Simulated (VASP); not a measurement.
# Se (P6/mmm) in VASP: further runs

The runs below take Se through single point, relaxation of cell and atoms, with PBEsol.

All numbers are computed with VASP 6.6.1; they aren't measurements. Logs are shortened: lines on timing, memory, paths and dates and some standing lists are left out, and cuts for length are marked.

## 1. The cell of the first run

It takes space group P6/mmm (No. 191, hexagonal). The conventional cell has a = 2.950 Å, b = 2.950 Å, c = 2.722 Å, α = 90.00°, β = 90.00°, γ = 120.00°. Within 3.6 Å of Se (site symmetry 6/mmm) lie 8 Se at 2.72 to 2.95 Å.

## 2. Single point, PBEsol

Contents of INCAR:

```
PREC = Accurate ; ENCUT = 520
EDIFF = 1E-6 ; ISMEAR = 0
SIGMA = 0.1 ; LREAL = F
LASPH = T ; NELM = 100
ALGO = Normal ; ISIF = 2
LWAVE = F ; LCHARG = F
GGA = PS ; NBANDS = 9
```

Contents of KPOINTS:

```
Automatic mesh
0
Gamma
  6 6 6
```

Contents of POSCAR:

```
Se
1.0
    2.9500939775      0.0000000000      0.0000000000
   -1.4750469887      2.5548563281      0.0000000000
    0.0000000000      0.0000000000      2.7219101699
Se
1
Direct
    0.0000000000      0.0000000000      0.0000000000
```

Potentials or basis: VASP PAW PBE potentials, release 64 (Se).

Command:

```sh
$ cat potpaw_PBE.64/Se/POTCAR > POTCAR
$ mpirun -np 1 vasp_std > vasp.out
```

OUTCAR:

```text
PREC = Accurate
   ENCUT = 520
   EDIFF = 1E-6
   ISMEAR = 0
   LREAL = F
   LASPH = T
   NELM = 100
   ISIF = 2
   GGA = PS

 ion  position               nearest neighbor table
   1  0.000  0.000  0.000-

  LATTYP: Found a hexagonal cell.
 ALAT       =     2.9500939775
 C/A-ratio  =     0.9226520208

  Lattice vectors:

 A1 = (   2.9500939775,   0.0000000000,   0.0000000000)
 A2 = (  -1.4750469887,   2.5548563281,   0.0000000000)
 A3 = (   0.0000000000,   0.0000000000,   2.7219101699)

Analysis of symmetry for initial positions (statically):
=====================================================================
 Subroutine PRICEL returns:
 Original cell was already a primitive cell.

 Routine SETGRP: Setting up the symmetry group for a
 hexagonal supercell.

 Subroutine GETGRP returns: Found 24 space group operations
 (whereof 24 operations were pure point group operations)
 out of a pool of 24 trial point group operations.

The static configuration has the point symmetry D_6h.

Analysis of symmetry for dynamics (positions and initial velocities):
=====================================================================
 Subroutine PRICEL returns:
 Original cell was already a primitive cell.

 Routine SETGRP: Setting up the symmetry group for a
 hexagonal supercell.

 Subroutine GETGRP returns: Found 24 space group operations
 (whereof 24 operations were pure point group operations)
 out of a pool of 24 trial point group operations.

The dynamic configuration has the point symmetry D_6h.

 Subroutine INISYM returns: Found 24 space group operations
 (whereof 24 operations are pure point group operations),
 and found     1 'primitive' translations

----------------------------------------------------------------------------------------

                                     Primitive cell

  volume of cell :      20.5152

  direct lattice vectors                    reciprocal lattice vectors
     2.950093977  0.000000000  0.000000000     0.338972252  0.195705721  0.000000000
    -1.475046989  2.554856328  0.000000000     0.000000000  0.391411442  0.000000000
     0.000000000  0.000000000  2.721910170     0.000000000  0.000000000  0.367389053

  length of vectors
     2.950093977  2.950093978  2.721910170     0.391411442  0.391411442  0.367389053

  position of ions in fractional coordinates (direct lattice)
     0.000000000  0.000000000  0.000000000

  ion indices of the primitive-cell ions
   primitive index   ion index
                 1           1

----------------------------------------------------------------------------------------

 KPOINTS: Automatic mesh

Automatic generation of k-mesh.
 Grid dimensions read from file:
 generate k-points for:    6    6    6

 Generating k-lattice:

  Cartesian coordinates                     Fractional coordinates (reciprocal lattice)
     0.056495375  0.032617620  0.000000000     0.166666667 -0.000000000  0.000000000
     0.000000000  0.065235240  0.000000000     0.000000000  0.166666667  0.000000000
     0.000000000  0.000000000  0.061231509     0.000000000  0.000000000  0.166666667

  Length of vectors
     0.065235240  0.065235240  0.061231509

  Shift w.r.t. Gamma in fractional coordinates (k-lattice)
     0.000000000  0.000000000  0.000000000

 Subroutine IBZKPT returns following result:
 ===========================================

 Found     28 irreducible k-points:

 Following reciprocal coordinates:
            Coordinates               Weight
  0.000000  0.000000  0.000000      1.000000
  0.166667  0.000000  0.000000      6.000000
  0.333333  0.000000  0.000000      6.000000
  0.500000  0.000000  0.000000      3.000000
  0.166667  0.166667  0.000000      6.000000
  0.333333  0.166667  0.000000     12.000000
[... 16 lines left out ...]
  0.166667  0.000000  0.500000      6.000000
  0.333333  0.000000  0.500000      6.000000
 [... further k-points ...]
   k-points           NKPTS =     28   k-points in BZ     NKDIM =     28   number of bands    NBANDS=      9
   number of dos      NEDOS =    301   number of ions     NIONS =      1
   total plane-waves  NPLWV =  11520
   dimension x,y,z NGX =    24 NGY =   24 NGZ =   20
   dimension x,y,z NGXF=    48 NGYF=   48 NGZF=   40
   ions per type =               1
   NGX,Y,Z   is equivalent  to a cutoff of  13.52, 13.52, 12.22 a.u.
   NGXF,Y,Z  is equivalent  to a cutoff of  27.05, 27.05, 24.43 a.u.
 SYSTEM =  unknown system
   PREC   = accura    normal or accurate (medium, high low for compatibility)
   ISTART =      0    job   : 0-new  1-cont  2-samecut
   ICHARG =      2    charge: 1-file 2-atom 10-const
   ISPIN  =      1    spin polarized calculation?
   LNONCOLLINEAR =      F non collinear calculations
   LSORBIT =      F    spin-orbit coupling
   LASPH  =      T    aspherical Exc in radial PAW
   ENCUT  =  520.0 eV  38.22 Ry    6.18 a.u.   5.49  5.49  5.06*2*pi/ulx,y,z
   NELM   =    100;   NELMIN=  2; NELMDL= -5     # of ELM steps
   EDIFF  = 0.1E-05   stopping-criterion for ELM
   LREAL  =      F    real-space projection
   EDIFFG = 0.1E-04   stopping-criterion for IOM
   NSW    =      0    number of steps for IOM
   IBRION =     -1    ionic relax: 0-MD 1-quasi-New 2-CG
   NFREE  =      0    steps in history (QN), initial steepest desc. (CG)
   ISIF   =      2    stress and relaxation
   ISYM   =      2    0-nonsym 1-usesym 2-fastsym
   POTIM  = 0.5000    time-step for ionic-motion
   TEBEG  =    0.0;   TEEND  =   0.0 temperature during run
   PSTRESS=    0.0 pullay stress
   NELECT =       6.0000    total number of electrons
   NUPDOWN=      -1.0000    fix difference up-down
   EMIN   =  10.00;   EMAX   =-10.00  energy-range for DOS
   EFERMI =   0.00;   METHOD = LEGACY
   ISMEAR =     0;   SIGMA  =   0.10  broadening in eV -4-tet -1-fermi 0-gaus
   EFERMI_NEDOS =   21; number of points for ismear=-14 and -15
   IALGO  =     38    algorithm
   IMIX   =      4    mixing-type and parameters
     AMIX     =   0.40;   BMIX     =  1.00
     AMIX_MAG =   1.60;   BMIX_MAG =  1.00
  volume/ion in A,a.u.               =      20.52       138.44
  Fermi-wavevector in a.u.,A,eV,Ry     =   1.086675  2.053519 16.066625  1.180864
  Thomas-Fermi vector in A             =   2.222818
   LORBIT       =      0    0 simple, 1 ext, 2 COOP (PROOUT), +10 PAW based schemes
   GGA     = PS    functional components
   LHFCALC =     F    Hartree Fock is set to
   AEXX    =    0.0000 exact exchange contribution
   IVDW    =     0    specifies the selected vdW correction
   LEPSILON=     F    determine dielectric tensor
   LRPA    =     F    only Hartree local field effects (RPA)
 non-spin polarized calculation
 Gauss-broadening in eV      SIGMA  =   0.10
  energy-cutoff  :      520.00
  volume of cell :       20.52
 maximum number of plane-waves:       575
 NGX is ok and might be reduce to    24
   NGX = 11   NGY = 11   NGZ = 11

 number of electron       6.0000000 magnetization

 Free energy of the ion-electron system (eV)
  ---------------------------------------------------
  ext. energy  EPLUGINS =         0.00000000
  ---------------------------------------------------
  free energy    TOTEN  =        -3.49235396 eV

  energy without entropy =       -3.49098375  energy(sigma->0) =       -3.49166885

 E-fermi :   5.5562     XC(G=0): -10.6011

 val. band max:        5.3729397110   @ k =   0.1667   0.1667   0.1667
 cond. band min:       5.6343750039   @ k =   0.5000   0.0000   0.1667
 fundamental gap:      0.2614352928
 Fermi energy:         5.5561723739

 k-point     1 :       0.0000    0.0000    0.0000
  band No.  band energies     occupation
      1     -11.0138      2.00000
      2       7.5858      0.00000
      3       7.7391      0.00000
      4       7.7391      0.00000
      5      13.5394      0.00000
      6      14.8075      0.00000
      7      17.1945      0.00000
      8      17.1945      0.00000
      9      20.6620      0.00000

 k-point     2 :       0.1667    0.0000    0.0000
  band No.  band energies     occupation
      1     -10.5064      2.00000
      2       4.6670      2.00000
      3       6.9298      0.00000
      4       7.9794      0.00000
      5      14.0517      0.00000
      6      14.5905      0.00000
      7      18.0129      0.00000
      8      19.1718      0.00000
      9      25.4379      0.00000

 k-point     3 :       0.3333    0.0000    0.0000
  band No.  band energies     occupation
      1      -9.1572      2.00000
      2       0.4516      2.00000
      3       5.7409      0.00898
      4       8.9236      0.00000
      5      12.1828      0.00000
      6      15.9995      0.00000
      7      21.6264      0.00000
      8      21.6816      0.00000
      9      23.8123      0.00000

 k-point     4 :       0.5000    0.0000    0.0000
  band No.  band energies     occupation
      1      -8.1056      2.00000
      2      -1.6451      2.00000
      3       5.2655      1.99996
      4       9.5198      0.00000
      5      11.4896      0.00000
      6      17.6205      0.00000
      7      20.0967      0.00000
      8      20.5066      0.00000
      9      27.1745      0.00000
[... 205 lines left out ...]
 k-point    22 :       0.0000    0.0000    0.5000
  band No.  band energies     occupation
      1      -8.4449      2.00000
      2      -2.0888      2.00000
      3       9.3763      0.00000
      4       9.3763      0.00000
      5      18.8200      0.00000
      6      18.9856      0.00000
      7      19.7238      0.00000
      8      19.7238      0.00000
      9      20.4536      0.00000

 k-point    23 :       0.1667    0.0000    0.5000
  band No.  band energies     occupation
      1      -7.9378      2.00000
      2      -1.6078      2.00000
      3       6.7450      0.00000
      4       8.6483      0.00000
      5      14.6473      0.00000
      6      17.3533      0.00000
      7      19.1518      0.00000
      8      21.4243      0.00000
      9      21.6012      0.00000

 k-point    24 :       0.3333    0.0000    0.5000
  band No.  band energies     occupation
      1      -6.5826      2.00000
      2      -0.3734      2.00000
      3       2.7249      2.00000
      4       7.5385      0.00000
      5      10.3652      0.00000
      6      15.3430      0.00000
      7      17.6570      0.00000
      8      19.3249      0.00000
      9      26.1055      0.00000

 [... further k-points ...]

------------------------ aborting loop because EDIFF is reached ----------------------------------------

  FORCE on cell =-STRESS in cart. coord.  units (eV):
  Direction    XX          YY          ZZ          XY          YZ          ZX
  --------------------------------------------------------------------------------------
  -------------------------------------------------------------------------------------
  Total       -0.0188678     -0.0188678      0.0337258     -0.0000000      0.0000000      0.0000000
  in kB       -1.4735162     -1.4735162      2.6338877     -0.0000000      0.0000000      0.0000000
  external PRESSURE =      -0.1043816 kB  Pullay stress =       0.0000000 kB

 VOLUME and BASIS-vectors are now :
 -----------------------------------------------------------------------------
  energy-cutoff  :      520.00
  volume of cell :       20.52
      direct lattice vectors                 reciprocal lattice vectors
     2.950093977  0.000000000  0.000000000     0.338972252  0.195705721  0.000000000
    -1.475046989  2.554856328  0.000000000     0.000000000  0.391411442  0.000000000
     0.000000000  0.000000000  2.721910170     0.000000000  0.000000000  0.367389053

 POSITION                                       TOTAL-FORCE (eV/Angst)
 -----------------------------------------------------------------------------------
      0.00000      0.00000      0.00000         0.000000      0.000000      0.000000
 -----------------------------------------------------------------------------------
    total drift:                               -0.000000      0.000000     -0.000000

  FREE ENERGIE OF THE ION-ELECTRON SYSTEM (eV)
  ---------------------------------------------------
  free  energy   TOTEN  =        -3.4923539586 eV

  energy  without entropy=       -3.4909837476  energy(sigma->0) =       -3.49166885
```

It took 5.5 s on 1 thread of Oxide Virtual Turin-like, shared host; peak memory 0.1 GiB.

What came out:

* Free energy: -3.4924 eV
* Pressure: 0.0 GPa
* Band gap on the k mesh: zero (band 3 reaches 9.38 eV, above the bottom of band 4 at 2.35 eV)

Caveat: the k points lie up to 0.41 Å⁻¹ apart; the PAW data sets were made with another functional, which shifts forces and pressure a little.

## 3. Relaxation of cell and atoms, PBEsol

This run uses another cell than the first one, of 26.81 Å³/atom, 1.307 times its volume.

Contents of INCAR:

```
PREC = Accurate ; ENCUT = 600
EDIFF = 1E-6 ; ISMEAR = 0
SIGMA = 0.1 ; LREAL = False
LASPH = True ; NELM = 100
ALGO = Normal ; ISIF = 3
LWAVE = False ; LCHARG = False
GGA = PS ; IBRION = 2
NSW = 90 ; EDIFFG = -0.04
```

Contents of KPOINTS:

```
regular mesh
0
Gamma
  6 6 6
```

Contents of POSCAR:

```
Se
1.0
    3.2117637651      0.0000000000      0.0000000000
   -1.6058818825      2.7814690115      0.0000000000
    0.0000000000      0.0000000000      3.0009917680
Se
1
Direct
    0.0000000000      0.0000000000      0.0000000000
```

Potentials or basis: VASP PAW PBE potentials, release 64 (Se).

Command:

```sh
$ cat potpaw_PBE.64/Se/POTCAR > POTCAR
$ mpirun -np 1 vasp_std > vasp.out
```

OUTCAR:

```text
PREC = Accurate
   ENCUT = 600
   EDIFF = 1E-6
   ISMEAR = 0
   LREAL = False
   LASPH = True
   NELM = 100
   ISIF = 3
   GGA = PS
   IBRION = 2
   NSW = 90
   EDIFFG = -0.04

 ion  position               nearest neighbor table
   1  0.000  0.000  0.000-

  LATTYP: Found a hexagonal cell.
 ALAT       =     3.2117637651
 C/A-ratio  =     0.9343750000

  Lattice vectors:

 A1 = (   3.2117637651,   0.0000000000,   0.0000000000)
 A2 = (  -1.6058818825,   2.7814690115,   0.0000000000)
 A3 = (   0.0000000000,   0.0000000000,   3.0009917680)

Analysis of symmetry for initial positions (statically):
=====================================================================
 Subroutine PRICEL returns:
 Original cell was already a primitive cell.

 Routine SETGRP: Setting up the symmetry group for a
 hexagonal supercell.

 Subroutine GETGRP returns: Found 24 space group operations
 (whereof 24 operations were pure point group operations)
 out of a pool of 24 trial point group operations.

The static configuration has the point symmetry D_6h.

Analysis of symmetry for dynamics (positions and initial velocities):
=====================================================================
 Subroutine PRICEL returns:
 Original cell was already a primitive cell.

 Routine SETGRP: Setting up the symmetry group for a
 hexagonal supercell.

[... 136 lines left out ...]
  energy-cutoff  :      600.00
  volume of cell :       26.81
 maximum number of plane-waves:       912
 NGX is ok and might be reduce to    28
   NGX = 13   NGY = 13   NGZ = 11

--------------------------------------- Ionic step        1  -------------------------------------------

 number of electron       6.0000000 magnetization

 Free energy of the ion-electron system (eV)
  ---------------------------------------------------
  ext. energy  EPLUGINS =         0.00000000
  ---------------------------------------------------
  free energy    TOTEN  =        -3.18699997 eV

  energy without entropy =       -3.18166972  energy(sigma->0) =       -3.18433484

 E-fermi :   2.4965     XC(G=0):  -9.4268

 val. band max:        2.4286834457   @ k =   0.1667   0.1667   0.1667
 cond. band min:       2.5376601826   @ k =   0.3333   0.0000   0.1667
 fundamental gap:      0.1089767370
 Fermi energy:         2.4964854376

 k-point     1 :       0.0000    0.0000    0.0000
  band No.  band energies     occupation
      1     -11.8889      2.00000
      2       3.8166      0.00000
      3       4.0570      0.00000
      4       4.0570      0.00000
      5       9.8024      0.00000
      6      10.8127      0.00000
      7      13.9581      0.00000
[... 439 lines left out ...]
--------------------------------------- Ionic step        7  -------------------------------------------

 number of electron       6.0000000 magnetization

 Free energy of the ion-electron system (eV)
  ---------------------------------------------------
  ext. energy  EPLUGINS =         0.00000000
  ---------------------------------------------------
  free energy    TOTEN  =        -3.49273845 eV

  energy without entropy =       -3.49137178  energy(sigma->0) =       -3.49205512

 E-fermi :   5.5535     XC(G=0): -10.6001

 val. band max:        5.3472774590   @ k =   0.1667   0.1667   0.1667
 cond. band min:       5.6468047641   @ k =   0.5000  -0.0000   0.1667
 fundamental gap:      0.2995273051
 Fermi energy:         5.5534700272

 k-point     1 :       0.0000    0.0000    0.0000
  band No.  band energies     occupation
      1     -11.0136      2.00000
      2       7.5353      0.00000
      3       7.7628      0.00000
      4       7.7628      0.00000
      5      13.5129      0.00000
      6      14.8167      0.00000
      7      17.2127      0.00000
[... 258 lines left out ...]
  FREE ENERGIE OF THE ION-ELECTRON SYSTEM (eV)
  ---------------------------------------------------
  free  energy   TOTEN  =        -3.4927384510 eV

  energy  without entropy=       -3.4913717841  energy(sigma->0) =       -3.49205512

 reached required accuracy - stopping structural energy minimisation
```

Wall time 28 s (1 thread of Oxide Virtual Turin-like, shared host); peak memory 0.13 GiB.

What came out:

```yaml
Free_energy: -3.4927 eV
Relaxed_volume: 20.52 Å³/atom
Relaxed_cell: a = 2.948 Å, b = 2.948 Å, c = 2.726 Å, α = 90.00°, β = 90.00°, γ = 120.00°
Space_group_after_relaxing_to_0.05_Å: P6/mmm (No. 191)
Energy_gained_by_relaxing: 305.7 meV/atom
Ionic_steps: 7
Pressure_after_relaxing: 0.0 GPa
Band_gap_on_the_k_mesh: zero (band 3 reaches 9.38 eV, above the bottom of band 4 at 2.33 eV)
```

Step by step:
| step | energy change (eV) | largest force (eV/Å) | pressure (GPa) | volume (Å³) |
| --- | --- | --- | --- | --- |
| 1 | 0.0000 | 0.0000 | -11.85 | 26.81 |
| 2 | -0.2993 | 0.0000 | 3.10 | 19.83 |
| 3 | -0.3057 | 0.0000 | 0.06 | 20.49 |
| 4 | -0.3055 | 0.0000 | -0.40 | 20.61 |
| 5 | -0.3056 | 0.0000 | -0.38 | 20.60 |
| 6 | -0.3056 | 0.0000 | -0.38 | 20.60 |
| 7 | -0.3057 | 0.0000 | -0.05 | 20.52 |

Final structure:
```xyz
1
Lattice="2.9479 0.0000 0.0000 -1.4740 2.5530 0.0000 0.0000 0.0000 2.7265" Properties=species:S:1:pos:R:3 pbc="T T T"
Se    1.4740    2.5530    0.0000
```

Levels at points of the mesh, in eV from the Fermi level:
```csv
k point,band 1,band 2,band 3,band 4,band 5,band 6,band 7
"(0.00, 0.00, 0.00)",-16.57,1.98,2.21,2.21,7.96,9.26,11.66
"(0.50, 0.00, 0.00)",-13.65,-7.20,-0.27,3.93,5.95,12.03,14.48
"(0.00, 0.00, 0.50)",-14.02,-7.64,3.83,3.83,13.27,13.46,14.17
"(0.50, 0.00, 0.50)",-11.08,-5.02,-4.92,1.53,2.86,9.11,11.58
```

Caveat: the k points lie up to 0.41 Å⁻¹ apart in the final cell; the volume moved by over 15 % at a fixed basis, so the end points are rough; the PAW data sets were made with another functional, which shifts forces and pressure a little.
